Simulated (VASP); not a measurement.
The system is CdSe (Cadmoselite).

```xyz
4
Lattice="4.3000 0.0000 0.0000 -2.1500 3.7239 0.0000 0.0000 0.0000 7.0200" Properties=species:S:1:pos:R:3 pbc="T T T"
Cd    0.0000    2.4826    0.0000
Cd    2.1500    1.2413    3.5100
Se    0.0000    2.4826    2.7027
Se    2.1500    1.2413    6.2127
```

- Program: VASP 6.6.1
- Task: relaxation of cell and atoms
- Functional: LDA
- Potentials or basis: VASP PAW LDA potentials, release 64 (Cd, Se)
- Cutoff: 600 eV
- k mesh: 6 × 6 × 4
- Occupations: fermi-dirac, width 0.02 eV
- Spin: no spin polarisation

At the start: pressure -1.4 GPa; volume 28.10 Å³/atom.

**Question.** Where does the relaxation end?

**Answer.** Over 9 steps the energy falls by 8.4 meV/atom and the volume is 27.32 Å³/atom (-2.8 %); space group P6_3mc (No. 186, to 0.05 Å).

The path:
```
step  energy change (eV)  largest force (eV/Å)  pressure (GPa)  volume (Å³)
   1              0.0000                0.2665           -1.42       112.41
   2             -0.0284                0.0851            0.48       108.41
   3             -0.0288                0.1087            0.26       108.81
   4             -0.0307                0.0361            0.00       109.29
   5             -0.0308                0.0252           -0.04       109.36
   6             -0.0319                0.0229           -0.07       109.43
   7             -0.0333                0.0140           -0.18       109.64
   8             -0.0333                0.0062            0.20       108.90
   9             -0.0336                0.0045            0.00       109.29
```

Final structure:
```
CELL_PARAMETERS angstrom
4.25869 0.00000 0.00000
-2.12935 3.68813 0.00000
0.00000 0.00000 6.95816
ATOMIC_POSITIONS crystal
Cd 0.33333 0.66667 0.00477
Cd 0.66667 0.33333 0.50477
Se 0.33333 0.66667 0.38023
Se 0.66667 0.33333 0.88023
```
